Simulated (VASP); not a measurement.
# SrO (P6_3/mmc) in VASP: notebook

The runs below take SrO through single point, with LDA, PBEsol.

Program: VASP 6.6.1. These are calculated values, not measurements. Logs are shortened: lines on timing, memory, paths and dates and some standing lists are left out, and cuts for length are marked.

## Step 1: The cell of the first run

Symmetry: P6_3/mmc, No. 194, hexagonal system. The conventional cell has a = 3.600 Å, b = 3.600 Å, c = 6.299 Å, α = 90.00°, β = 90.00°, γ = 120.00°. Within 3.4 Å of Sr (site symmetry -6m2) lie 6 O at 2.61 Å. O (site symmetry -3m) has 6 Sr at 2.61 Å and 2 O at 3.15 Å within 3.4 Å.

## Step 2: Single point, LDA

File INCAR:

```
SYSTEM = SrO
  PREC = Accurate
  ENCUT = 520
  EDIFF = 1E-6
  ISMEAR = -1
  SIGMA = 0.05
  LREAL = .FALSE.
  LASPH = .TRUE.
  NELM = 80
  ALGO = Normal
  ISIF = 2
  LWAVE = .FALSE.
  LCHARG = .TRUE.
  GGA = CA
  LELF = .TRUE.
  LVHAR = .TRUE.
  NBANDS = 24
```

File KPOINTS:

```
regular mesh
0
G
  9 9 5
  0 0 0
```

File POSCAR:

```
SrO
1.0
    3.6000472431      0.0000000000      0.0000000000
   -1.8000236215      3.1177323673      0.0000000000
    0.0000000000      0.0000000000      6.2991199937
Sr O
2 2
Direct
    0.6666666667      0.3333333333      0.7500000000
    0.3333333333      0.6666666667      0.2500000000
    0.0000000000      0.0000000000      0.5000000000
    0.0000000000      0.0000000000      0.0000000000
```

Potentials or basis: VASP PAW LDA potentials, release 64 (Sr_sv, O).

The run is started by

```bash
cat potpaw_LDA.64/Sr_sv/POTCAR potpaw_LDA.64/O/POTCAR > POTCAR
mpirun -np 1 vasp_std > vasp.out
```

OUTCAR:

```text
SYSTEM = SrO
   PREC = Accurate
   ENCUT = 520
   EDIFF = 1E-6
   ISMEAR = -1
   LREAL = .FALSE.
   LASPH = .TRUE.
   NELM = 80
   ISIF = 2
   GGA = CA

 ion  position               nearest neighbor table
   1  0.667  0.333  0.750-   3 2.61   4 2.61   3 2.61   4 2.61   3 2.61   4 2.61   2 3.77   2 3.77
                             2 3.77   2 3.77   2 3.77   2 3.77
   2  0.333  0.667  0.250-   3 2.61   4 2.61   3 2.61   4 2.61   3 2.61   4 2.61   1 3.77   1 3.77
                             1 3.77   1 3.77   1 3.77   1 3.77
   3  0.000  0.000  0.500-   1 2.61   2 2.61   2 2.61   1 2.61   1 2.61   2 2.61
   4  0.000  0.000  0.000-   1 2.61   2 2.61   2 2.61   1 2.61   1 2.61   2 2.61

  LATTYP: Found a hexagonal cell.
 ALAT       =     3.6000472431
 C/A-ratio  =     1.7497325919

  Lattice vectors:

 A1 = (   3.6000472431,   0.0000000000,   0.0000000000)
 A2 = (  -1.8000236215,   3.1177323673,   0.0000000000)
 A3 = (   0.0000000000,   0.0000000000,   6.2991199937)

Analysis of symmetry for initial positions (statically):
=====================================================================
 Subroutine PRICEL returns:
 Original cell was already a primitive cell.

 Routine SETGRP: Setting up the symmetry group for a
 hexagonal supercell.

 Subroutine GETGRP returns: Found 24 space group operations
 (whereof 12 operations were pure point group operations)
 out of a pool of 24 trial point group operations.

The static configuration has the point symmetry D_3d.
 The point group associated with its full space group is D_6h.

Analysis of symmetry for dynamics (positions and initial velocities):
=====================================================================
 Subroutine PRICEL returns:
 Original cell was already a primitive cell.

 Routine SETGRP: Setting up the symmetry group for a
 hexagonal supercell.

 Subroutine GETGRP returns: Found 24 space group operations
 (whereof 12 operations were pure point group operations)
 out of a pool of 24 trial point group operations.

The dynamic configuration has the point symmetry D_3d.
 The point group associated with its full space group is D_6h.

 Subroutine INISYM returns: Found 24 space group operations
 (whereof 12 operations are pure point group operations),
 and found     1 'primitive' translations

----------------------------------------------------------------------------------------

                                     Primitive cell

  volume of cell :      70.7012

  direct lattice vectors                    reciprocal lattice vectors
     3.600047243  0.000000000  0.000000000     0.277774133  0.160372970  0.000000000
    -1.800023622  3.117732367  0.000000000     0.000000000  0.320745940  0.000000000
     0.000000000  0.000000000  6.299119994     0.000000000  0.000000000  0.158752334

  length of vectors
     3.600047243  3.600047243  6.299119994     0.320745940  0.320745940  0.158752334

  position of ions in fractional coordinates (direct lattice)
     0.666666667  0.333333333  0.750000000
     0.333333333  0.666666667  0.250000000
     0.000000000  0.000000000  0.500000000
     0.000000000  0.000000000  0.000000000

  ion indices of the primitive-cell ions
   primitive index   ion index
                 1           1
                 2           2
                 3           3
                 4           4

----------------------------------------------------------------------------------------

 KPOINTS: regular mesh

Automatic generation of k-mesh.
 Grid dimensions read from file:
 generate k-points for:    9    9    5

 Generating k-lattice:

  Cartesian coordinates                     Fractional coordinates (reciprocal lattice)
     0.030863793  0.017819219  0.000000000     0.111111111 -0.000000000  0.000000000
     0.000000000  0.035638438  0.000000000     0.000000000  0.111111111  0.000000000
     0.000000000  0.000000000  0.031750467     0.000000000  0.000000000  0.200000000

  Length of vectors
     0.035638438  0.035638438  0.031750467

  Shift w.r.t. Gamma in fractional coordinates (k-lattice)
     0.000000000  0.000000000  0.000000000

 Subroutine IBZKPT returns following result:
 ===========================================

 Found     36 irreducible k-points:

 Following reciprocal coordinates:
            Coordinates               Weight
  0.000000  0.000000  0.000000      1.000000
  0.111111  0.000000  0.000000      6.000000
  0.222222  0.000000  0.000000      6.000000
  0.333333  0.000000  0.000000      6.000000
  0.444444  0.000000  0.000000      6.000000
  0.111111  0.111111  0.000000      6.000000
[... 16 lines left out ...]
  0.333333  0.222222  0.200000     24.000000
  0.333333  0.333333  0.200000      4.000000
 [... further k-points ...]
   k-points           NKPTS =     36   k-points in BZ     NKDIM =     36   number of bands    NBANDS=     24
   number of dos      NEDOS =    301   number of ions     NIONS =      4
   total plane-waves  NPLWV =  37632
   dimension x,y,z NGX =    28 NGY =   28 NGZ =   48
   dimension x,y,z NGXF=    56 NGYF=   56 NGZF=   96
   ions per type =               2   2
   NGX,Y,Z   is equivalent  to a cutoff of  12.93, 12.93, 12.67 a.u.
   NGXF,Y,Z  is equivalent  to a cutoff of  25.86, 25.86, 25.34 a.u.
 SYSTEM =  SrO
   PREC   = accura    normal or accurate (medium, high low for compatibility)
   ISTART =      0    job   : 0-new  1-cont  2-samecut
   ICHARG =      2    charge: 1-file 2-atom 10-const
   ISPIN  =      1    spin polarized calculation?
   LNONCOLLINEAR =      F non collinear calculations
   LSORBIT =      F    spin-orbit coupling
   LASPH  =      T    aspherical Exc in radial PAW
   ENCUT  =  520.0 eV  38.22 Ry    6.18 a.u.   6.69  6.69 11.71*2*pi/ulx,y,z
   NELM   =     80;   NELMIN=  2; NELMDL= -5     # of ELM steps
   EDIFF  = 0.1E-05   stopping-criterion for ELM
   LREAL  =      F    real-space projection
   EDIFFG = 0.1E-04   stopping-criterion for IOM
   NSW    =      0    number of steps for IOM
   IBRION =     -1    ionic relax: 0-MD 1-quasi-New 2-CG
   NFREE  =      0    steps in history (QN), initial steepest desc. (CG)
   ISIF   =      2    stress and relaxation
   ISYM   =      2    0-nonsym 1-usesym 2-fastsym
   POTIM  = 0.5000    time-step for ionic-motion
   TEBEG  =    0.0;   TEEND  =   0.0 temperature during run
   PSTRESS=    0.0 pullay stress
   NELECT =      32.0000    total number of electrons
   NUPDOWN=      -1.0000    fix difference up-down
   EMIN   =  10.00;   EMAX   =-10.00  energy-range for DOS
   EFERMI =   0.00;   METHOD = LEGACY
   ISMEAR =    -1;   SIGMA  =   0.05  broadening in eV -4-tet -1-fermi 0-gaus
   EFERMI_NEDOS =   21; number of points for ismear=-14 and -15
   IALGO  =     38    algorithm
   IMIX   =      4    mixing-type and parameters
     AMIX     =   0.40;   BMIX     =  1.00
     AMIX_MAG =   1.60;   BMIX_MAG =  1.00
  volume/ion in A,a.u.               =      17.68       119.28
  Fermi-wavevector in a.u.,A,eV,Ry     =   1.256944  2.375279 21.495949  1.579908
  Thomas-Fermi vector in A             =   2.390627
   LORBIT       =      0    0 simple, 1 ext, 2 COOP (PROOUT), +10 PAW based schemes
   GGA     = CA    functional components
   LHFCALC =     F    Hartree Fock is set to
   AEXX    =    0.0000 exact exchange contribution
   IVDW    =     0    specifies the selected vdW correction
   LEPSILON=     F    determine dielectric tensor
   LRPA    =     F    only Hartree local field effects (RPA)
 non-spin polarized calculation
  energy-cutoff  :      520.00
  volume of cell :       70.70
 maximum number of plane-waves:      1931
 NGX is ok and might be reduce to    28
   NGX = 13   NGY = 13   NGZ = 23

 number of electron      31.9999998 magnetization

 Free energy of the ion-electron system (eV)
  ---------------------------------------------------
  ext. energy  EPLUGINS =         0.00000000
  ---------------------------------------------------
  free energy    TOTEN  =       -26.30462925 eV

  energy without entropy =      -26.30462925  energy(sigma->0) =      -26.30462925

 E-fermi :   2.6419     XC(G=0): -10.3373

 val. band max:        1.6771427084   @ k =   0.0000   0.0000   0.0000
 cond. band min:       4.3409530083   @ k =   0.0000   0.0000   0.0000
 fundamental gap:      2.6638102999
 Fermi energy:         2.6419344625

 k-point     1 :       0.0000    0.0000    0.0000
  band No.  band energies     occupation
      1     -31.1133      2.00000
      2     -31.0190      2.00000
      3     -15.0733      2.00000
      4     -13.4683      2.00000
      5     -12.9120      2.00000
      6     -12.9120      2.00000
[... 16 lines left out ...]
     23       8.8414      0.00000
     24       9.6463      0.00000

 k-point     2 :       0.1111    0.0000    0.0000
  band No.  band energies     occupation
      1     -31.0991      2.00000
      2     -31.0102      2.00000
      3     -14.9814      2.00000
      4     -13.8180      2.00000
      5     -13.0156      2.00000
      6     -12.9518      2.00000
[... 16 lines left out ...]
     23       9.0403      0.00000
     24       9.3525      0.00000

 k-point     3 :       0.2222    0.0000    0.0000
  band No.  band energies     occupation
      1     -31.0622      2.00000
      2     -30.9885      2.00000
      3     -14.7153      2.00000
      4     -14.3267      2.00000
      5     -13.2621      2.00000
      6     -13.0359      2.00000
[... 16 lines left out ...]
     23       9.3687      0.00000
     24       9.5561      0.00000

 k-point     4 :       0.3333    0.0000    0.0000
  band No.  band energies     occupation
      1     -31.0176      2.00000
      2     -30.9657      2.00000
      3     -14.7399      2.00000
      4     -14.3074      2.00000
      5     -13.5257      2.00000
      6     -13.1216      2.00000
[... 16 lines left out ...]
     23      10.1468      0.00000
     24      10.1777      0.00000

 k-point     5 :       0.4444    0.0000    0.0000
  band No.  band energies     occupation
      1     -30.9849      2.00000
      2     -30.9541      2.00000
      3     -14.9686      2.00000
      4     -13.8444      2.00000
      5     -13.6894      2.00000
      6     -13.1971      2.00000
[... 16 lines left out ...]
     23      10.7417      0.00000
     24      11.2388      0.00000

 k-point     6 :       0.1111    0.1111    0.0000
  band No.  band energies     occupation
      1     -31.0735      2.00000
      2     -30.9949      2.00000
      3     -14.8023      2.00000
      4     -14.1892      2.00000
      5     -13.2025      2.00000
      6     -12.9829      2.00000
[... 16 lines left out ...]
     23       9.1206      0.00000
     24       9.2787      0.00000
[... 379 lines left out ...]
 k-point    21 :       0.4444    0.1111    0.2000
  band No.  band energies     occupation
      1     -30.9732      2.00000
      2     -30.9541      2.00000
      3     -14.9324      2.00000
      4     -14.1046      2.00000
      5     -13.3073      2.00000
      6     -13.2624      2.00000
[... 16 lines left out ...]
     23      10.6408      0.00000
     24      10.9466      0.00000

 k-point    22 :       0.2222    0.2222    0.2000
  band No.  band energies     occupation
      1     -30.9931      2.00000
      2     -30.9605      2.00000
      3     -14.7825      2.00000
      4     -14.2162      2.00000
      5     -13.4181      2.00000
      6     -13.2665      2.00000
[... 16 lines left out ...]
     23      10.3575      0.00000
     24      10.5392      0.00000

 k-point    23 :       0.3333    0.2222    0.2000
  band No.  band energies     occupation
      1     -30.9677      2.00000
      2     -30.9519      2.00000
      3     -14.8928      2.00000
      4     -14.0067      2.00000
      5     -13.4368      2.00000
      6     -13.3587      2.00000
[... 16 lines left out ...]
     23      10.5760      0.00000
     24      11.0092      0.00000

 k-point    24 :       0.3333    0.3333    0.2000
  band No.  band energies     occupation
      1     -30.9539      2.00000
      2     -30.9539      2.00000
      3     -14.9005      2.00000
      4     -13.8605      2.00000
      5     -13.5276      2.00000
      6     -13.5276      2.00000
[... 16 lines left out ...]
     23      10.9505      0.00000
     24      10.9507      0.00000

 [... further k-points ...]
[... 5 lines left out ...]
  --------------------------------------------------------------------------------------
  -------------------------------------------------------------------------------------
  Total       -3.2261164     -3.2261164     -3.8456521     -0.0000000      0.0000000     -0.0000000
  in kB      -73.1077979    -73.1077979    -87.1472440     -0.0000000      0.0000000     -0.0000000
  external PRESSURE =     -77.7876133 kB  Pullay stress =       0.0000000 kB

 VOLUME and BASIS-vectors are now :
 -----------------------------------------------------------------------------
  energy-cutoff  :      520.00
  volume of cell :       70.70
      direct lattice vectors                 reciprocal lattice vectors
     3.600047243  0.000000000  0.000000000     0.277774133  0.160372970  0.000000000
    -1.800023622  3.117732367  0.000000000     0.000000000  0.320745940  0.000000000
     0.000000000  0.000000000  6.299119994     0.000000000  0.000000000  0.158752334

 POSITION                                       TOTAL-FORCE (eV/Angst)
 -----------------------------------------------------------------------------------
      1.80002      1.03924      4.72434        -0.000000      0.000000      0.000000
     -0.00000      2.07849      1.57478         0.000000      0.000000     -0.000000
      0.00000      0.00000      3.14956        -0.000000      0.000000      0.000000
      0.00000      0.00000      0.00000        -0.000000      0.000000      0.000000
 -----------------------------------------------------------------------------------
    total drift:                               -0.000000      0.000000     -0.000000

  FREE ENERGIE OF THE ION-ELECTRON SYSTEM (eV)
  ---------------------------------------------------
  free  energy   TOTEN  =       -26.3046292487 eV

  energy  without entropy=      -26.3046292486  energy(sigma->0) =      -26.30462925
```

It took 1.7 min on 1 thread of Intel Xeon 8259CL, shared host; peak memory 0.19 GiB.

What came out:

| Item | Value |
| --- | --- |
| Free energy | -26.3046 eV |
| Pressure | -7.8 GPa |
| Band gap on the k mesh | 2.66 eV |

Levels at points of the mesh, in eV from the valence-band top:
```csv
k point,band 14,band 15,band 16,band 17,band 18,band 19
"(0.00, 0.00, 0.00)",-0.73,-0.73,0.00,2.66,4.77,4.96
```

Caveat: the cell stands under tension.

## Step 3: Single point, PBEsol

File INCAR:

```
  PREC = Accurate
  ENCUT = 520
  EDIFF = 1E-6
  ISMEAR = -1
  SIGMA = 0.05
  LREAL = F
  LASPH = T
  NELM = 100
  ALGO = Normal
  ISIF = 2
  LWAVE = F
  LCHARG = T
  GGA = PS
  LELF = T
  LVHAR = T
  NBANDS = 24
```

File KPOINTS:

```
Automatic mesh
0
Gamma
  9 9 5
```

POSCAR is that of step 2.

Potentials or basis: VASP PAW PBE potentials, release 64 (Sr_sv, O).

The run is started by

```bash
cat potpaw_PBE.64/Sr_sv/POTCAR potpaw_PBE.64/O/POTCAR > POTCAR
mpirun -np 1 vasp_std > vasp.out
```

OUTCAR:

```text
PREC = Accurate
   ENCUT = 520
   EDIFF = 1E-6
   ISMEAR = -1
   LREAL = F
   LASPH = T
   NELM = 100
   ISIF = 2
   GGA = PS

 ion  position               nearest neighbor table
   1  0.667  0.333  0.750-   3 2.61   4 2.61   3 2.61   4 2.61   3 2.61   4 2.61   2 3.77   2 3.77
                             2 3.77   2 3.77   2 3.77   2 3.77
   2  0.333  0.667  0.250-   3 2.61   4 2.61   3 2.61   4 2.61   3 2.61   4 2.61   1 3.77   1 3.77
                             1 3.77   1 3.77   1 3.77   1 3.77
   3  0.000  0.000  0.500-   1 2.61   2 2.61   2 2.61   1 2.61   1 2.61   2 2.61
[... 854 lines left out ...]
  -------------------------------------------------------------------------------------
  Total       -1.9501365     -1.9501365     -2.4268402     -0.0000000      0.0000000      0.0000000
  in kB      -44.1925117    -44.1925117    -54.9952087     -0.0000000      0.0000000      0.0000000
  external PRESSURE =     -47.7934107 kB  Pullay stress =       0.0000000 kB

 VOLUME and BASIS-vectors are now :
 -----------------------------------------------------------------------------
  energy-cutoff  :      520.00
  volume of cell :       70.70
      direct lattice vectors                 reciprocal lattice vectors
     3.600047243  0.000000000  0.000000000     0.277774133  0.160372970  0.000000000
    -1.800023622  3.117732367  0.000000000     0.000000000  0.320745940  0.000000000
     0.000000000  0.000000000  6.299119994     0.000000000  0.000000000  0.158752334

 POSITION                                       TOTAL-FORCE (eV/Angst)
 -----------------------------------------------------------------------------------
      1.80002      1.03924      4.72434         0.000000     -0.000000      0.000000
     -0.00000      2.07849      1.57478        -0.000000      0.000000     -0.000000
      0.00000      0.00000      3.14956        -0.000000      0.000000      0.000000
      0.00000      0.00000      0.00000        -0.000000      0.000000      0.000000
 -----------------------------------------------------------------------------------
    total drift:                               -0.000000      0.000000     -0.000000

  FREE ENERGIE OF THE ION-ELECTRON SYSTEM (eV)
  ---------------------------------------------------
  free  energy   TOTEN  =       -24.8922586750 eV

  energy  without entropy=      -24.8922586749  energy(sigma->0) =      -24.89225867
```

OSZICAR:

```text
N       E                     dE             d eps       ncg     rms          rms(c)
DAV:   1     0.170808237986E+03    0.17081E+03   -0.16123E+04  1728   0.126E+03
DAV:   2    -0.190659109157E+02   -0.18987E+03   -0.17857E+03  2488   0.280E+02
DAV:   3    -0.288189205185E+02   -0.97530E+01   -0.96870E+01  2616   0.568E+01
DAV:   4    -0.290832640782E+02   -0.26434E+00   -0.26426E+00  2376   0.715E+00
DAV:   5    -0.290850564865E+02   -0.17924E-02   -0.17924E-02  2392   0.721E-01    0.219E+01
DAV:   6    -0.251773103942E+02    0.39077E+01   -0.17390E+01  1912   0.227E+01    0.260E+01
DAV:   7    -0.250073289697E+02    0.16998E+00   -0.14602E+00  2488   0.646E+00    0.173E+01
DAV:   8    -0.249069774885E+02    0.10035E+00   -0.68139E-01  1776   0.533E+00    0.181E+00
DAV:   9    -0.248902174307E+02    0.16760E-01   -0.60792E-02  2680   0.170E+00    0.530E-01
DAV:  10    -0.248919191447E+02   -0.17017E-02   -0.71236E-03  2216   0.446E-01    0.211E-01
DAV:  11    -0.248922067112E+02   -0.28757E-03   -0.10847E-03  2104   0.184E-01    0.275E-02
DAV:  12    -0.248922617581E+02   -0.55047E-04   -0.12433E-04  2392   0.581E-02    0.445E-02
DAV:  13    -0.248922583623E+02    0.33958E-05   -0.12528E-05  2088   0.247E-02    0.909E-03
DAV:  14    -0.248922586750E+02   -0.31270E-06   -0.20757E-06  2008   0.834E-03
   1 F= -.24892259E+02 E0= -.24892259E+02  d E =-.852349E-10
```

It took 1.7 min on 1 thread of Intel Xeon 8259CL, shared host; peak memory 0.21 GiB.

What came out:

| Property | Result |
| --- | --- |
| Free energy | -24.8923 eV |
| Pressure | -4.8 GPa |
| Band gap on the k mesh | 2.71 eV |

Stress tensor (GPa, compression positive):
```
-4.42  0.00  0.00
 0.00 -4.42  0.00
 0.00  0.00 -5.50
```

Caveat: the cell stands under tension; the PAW data sets were made with another functional, which shifts forces and pressure a little.
